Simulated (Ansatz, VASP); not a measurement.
## Two plane-wave programs on Tl

```xyz
1
Lattice="-1.9247 1.9247 1.9247 1.9247 -1.9247 1.9247 1.9247 1.9247 -1.9247" Properties=species:S:1:pos:R:3 pbc="T T T"
Tl    0.0000    0.0000    0.0000
```

Change from the starting cell: volume scaled by 0.975, PAW files.

Alike in both runs: task electric field gradients; functional PBE; k mesh 13 × 13 × 13; occupations fermi-dirac, width 0.05 eV; no spin polarisation.

```csv
,VASP,Ansatz
version,VASP 6.6.1,Ansatz 0.2.0
potentials or method,"VASP PAW PBE potentials, release 64 (Tl_d)","PAW with Ansatz's default frozen-core files, scalar-relativistic"
plane-wave cutoff (eV),520,420
valence electrons in the cell,13,13
```

|  | VASP | Ansatz | Ansatz less VASP |
| --- | --- | --- | --- |
| pressure (GPa) | 3.2 | 3.3 | +0.06 |

With one functional, cell and mesh, what is left measures potentials, basis and numerics.

Spin-orbit coupling is off throughout.
